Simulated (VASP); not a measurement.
## BiW (CsCl type): relaxation of cell and atoms with LDA

Crystal: BiW (CsCl type).

```
CELL_PARAMETERS angstrom
3.40312 0.00000 0.00000
0.00000 3.40312 0.00000
0.00000 0.00000 3.40312
ATOMIC_POSITIONS crystal
W 0.00000 0.00000 0.00000
Bi 0.50000 0.50000 0.50000
```

```json
{
  "Program": "VASP 6.6.1",
  "Task": "relaxation of cell and atoms",
  "Functional": "LDA",
  "Potentials or basis": "VASP PAW LDA potentials, release 64 (W_sv, Bi_d)",
  "Cutoff": "600 eV",
  "k mesh": "11 × 11 × 11",
  "Occupations": "fermi-dirac, width 0.1 eV",
  "Spin": "no spin polarisation",
  "Dipole correction": "no",
  "Further INCAR settings": "ALGO = Normal; EDIFF = 1e-07; IBRION = 2; EDIFFG = -0.005; NSW = 60; ISIF = 3"
}
```

```
Relaxed volume                         : 19.29 Å³/atom
Relaxed cell                           : a = 3.379 Å, b = 3.379 Å, c = 3.379 Å, α = 90.00°, β = 90.00°, γ = 90.00°
Space group after relaxing (to 0.05 Å) : Pm-3m (No. 221)
Energy gained by relaxing              : 4.6 meV/atom
Ionic steps                            : 4
Pressure after relaxing                : 0.0 GPa
```

The path:
| step | energy change (eV) | largest force (eV/Å) | pressure (GPa) | volume (Å³) |
| --- | --- | --- | --- | --- |
| 1 | 0.0000 | 0.0000 | -3.47 | 39.41 |
| 2 | 0.0265 | 0.0000 | 7.70 | 37.03 |
| 3 | -0.0092 | 0.0000 | -0.05 | 38.59 |
| 4 | -0.0092 | 0.0000 | 0.02 | 38.57 |

Final structure:
```
W Bi
1.0
     3.37877    0.00000    0.00000
     0.00000    3.37877    0.00000
     0.00000    0.00000    3.37877
W Bi
1 1
Direct
  0.00000 0.00000 0.00000
  0.50000 0.50000 0.50000
```

Levels at points of the mesh, in eV from the Fermi level:
```csv
k point,band 12,band 13,band 14,band 15,band 16,band 17
"(0.00, 0.00, 0.00)",-2.75,0.81,0.81,0.81,0.84,0.84
```

Wall time 110 s on 1 thread of Intel(R) Xeon(R) Platinum 8375C CPU @ 2.90GHz (Ice Lake), on a shared host, peak memory 0.19 GiB.

Caveat: spin-orbit coupling is left out, which moves the levels of the heavy elements.
